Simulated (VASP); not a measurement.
The system is HgH2.

```
CELL_PARAMETERS angstrom
3.56008 0.00000 0.00000
0.00000 3.56008 0.00000
0.00000 0.00000 5.43197
ATOMIC_POSITIONS crystal
Hg 0.00000 0.50000 0.70000
Hg 0.50000 0.00000 0.30000
H 0.00000 0.00000 0.00000
H 0.50000 0.50000 0.00000
H 0.00000 0.50000 0.27000
H 0.50000 0.00000 0.73000
```

```yaml
Program: VASP 6.6.1
Task: relaxation of cell and atoms
Functional: PBE
Potentials_or_basis: VASP PAW PBE potentials, release 64 (Hg, H)
Cutoff: 600 eV
k_mesh: 6 × 6 × 4
Occupations: gaussian, width 0.1 eV
Spin: no spin polarisation
```

At the start: pressure -4.5 GPa; volume 11.47 Å³/atom.

Q: Where does the relaxation end?

A: Over 62 steps the energy falls by 433.7 meV/atom and the volume is 15.33 Å³/atom (+33.6 %); space group P4/nmm (No. 129, to 0.05 Å).

Step by step:
```tsv
step	energy change (eV)	largest force (eV/Å)	pressure (GPa)	volume (Å³)
1	0.0000	1.1183	-4.52	68.85
3	-0.5797	1.1746	13.26	56.51
5	-0.7660	1.1759	9.82	58.40
7	0.6782	9.2599	35.55	58.96
9	-1.0089	3.1365	20.69	58.95
11	-1.4727	1.1818	10.68	61.97
13	-2.0464	1.6489	1.85	75.34
15	-2.1738	0.4567	-1.70	77.46
17	-2.2651	0.3706	0.05	74.63
19	-2.2875	0.2803	1.57	72.63
21	-2.3402	0.3198	0.99	76.47
23	-2.3550	0.0838	-0.35	78.43
25	-2.3572	0.0969	-0.30	78.41
27	-2.3706	0.1863	0.49	77.65
29	-2.3728	0.2636	1.00	77.19
31	-2.3801	0.2216	1.21	77.38
33	-2.4023	0.2335	2.19	78.16
35	-2.4008	0.4731	2.80	78.47
37	-2.4075	0.4818	2.75	78.84
39	-2.4342	0.5522	2.74	80.43
41	-2.3588	2.1010	4.05	85.66
43	-2.4340	1.4225	3.36	84.40
45	-2.4733	1.5252	2.06	88.22
47	-2.4933	1.3867	1.49	89.22
49	-2.5719	0.3845	-0.56	89.29
51	-2.5765	0.1597	-0.22	89.28
53	-2.5808	0.1407	-0.05	89.12
55	-2.5901	0.0626	0.74	88.39
57	-2.5969	0.2389	-0.08	90.74
59	-2.6011	0.1115	-0.14	92.04
61	-2.6016	0.0702	-0.08	92.21
62	-2.6021	0.0395	0.03	91.99
```

Final structure:
```cif
data_structure
_symmetry_space_group_name_H-M 'P 1'
_symmetry_Int_Tables_number 1
_cell_length_a 3.7918
_cell_length_b 3.7918
_cell_length_c 6.3985
_cell_angle_alpha 90.000
_cell_angle_beta 90.000
_cell_angle_gamma 90.000
_cell_volume 91.99
loop_
_atom_site_label
_atom_site_type_symbol
_atom_site_fract_x
_atom_site_fract_y
_atom_site_fract_z
_atom_site_occupancy
Hg1 Hg 0.00000 0.50000 0.82816 1
Hg2 Hg 0.50000 0.00000 0.17184 1
H1 H 0.00000 0.00000 0.00000 1
H2 H 0.50000 0.50000 0.00000 1
H3 H 0.00000 0.50000 0.56898 1
H4 H 0.50000 0.00000 0.43102 1
```

Caveat: the volume moved by over 15 % at a fixed basis, so the end points are rough.
